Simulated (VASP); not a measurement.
Write the native input for VASP 6.6.1 that does the following.

| Quantity | Value |
| --- | --- |
| Task | relaxation of cell and atoms |
| Functional | PBE |
| Potentials or basis | VASP PAW PBE potentials, release 64 (Nb_sv, Sn_d, S) |
| Cutoff | 600 eV |
| k mesh | 6 × 6 × 4 |
| Occupations | gaussian, width 0.1 eV |
| Spin | no spin polarisation |
| Dipole correction | no |
| Further INCAR settings | ALGO = Normal; EDIFF = 1e-06; IBRION = 2; EDIFFG = -0.04; NSW = 90; ISIF = 3 |

The structure of Nb2Sn2S lies in POSCAR:

```
Nb2Sn2S
1.0
    4.0032452600      0.0000000000      0.0000000000
   -2.0016226300      3.4669121000      0.0000000000
    0.0000000000      0.0000000000      6.9983037700
Nb Sn S
2 2 1
Direct
    0.3333333300      0.6666666700      0.2839952400
    0.6666666700      0.3333333300      0.7160047600
    0.3333333300      0.6666666700      0.6290934100
    0.6666666700      0.3333333300      0.3709065900
    0.0000000000      0.0000000000      0.0000000000
```

The input as run:

INCAR

```
SYSTEM = Nb2Sn2S
ALGO     = Normal         ! electronic algorithm
EDIFF    = 1E-6           ! SCF threshold, eV
EDIFFG   = -0.04          ! ionic threshold
ENCUT    = 600            ! plane-wave cutoff, eV
GGA      = PE             ! functional
IBRION   = 2              ! ionic algorithm
ISIF     = 3              ! what is computed and relaxed
ISMEAR   = 0              ! smearing method
LASPH    = .TRUE.         ! aspherical terms in the spheres
LCHARG   = .FALSE.        ! write CHGCAR
LREAL    = .FALSE.        ! projectors in reciprocal space
LWAVE    = .FALSE.        ! write WAVECAR
NELM     = 60             ! most SCF steps
NSW      = 90             ! ionic steps
PREC     = Accurate       ! precision mode
SIGMA    = 0.1            ! smearing width, eV
```

KPOINTS

```
k-points
0
G
  6 6 4
  0 0 0
```

Potentials or basis: VASP PAW PBE potentials, release 64 (Nb_sv, Sn_d, S).

Command:

```console
$ cat potpaw_PBE.64/Nb_sv/POTCAR potpaw_PBE.64/Sn_d/POTCAR potpaw_PBE.64/S/POTCAR > POTCAR
$ mpirun -np 1 vasp_std > vasp.out
```

Results of the run:

```yaml
Relaxed_volume: 21.27 Å³/atom
Relaxed_cell: a = 4.551 Å, b = 4.551 Å, c = 5.930 Å, α = 90.00°, β = 90.00°, γ = 120.00°
Space_group_after_relaxing_to_0.05_Å: P-3m1 (No. 164)
Energy_gained_by_relaxing: 2236.8 meV/atom
Ionic_steps: 29
Pressure_after_relaxing: -0.1 GPa
Largest_force_after_relaxing: 0.016 eV/Å
Band_gap_on_the_k_mesh: zero (band 30 reaches 10.34 eV, above the bottom of band 31 at 9.27 eV)
```

Caveat: spin-orbit coupling is left out, which moves the levels of the heavy elements.

Run time: 32 min on 1 thread of Intel Xeon 6975P-C (shared host), peak memory 0.31 GiB.
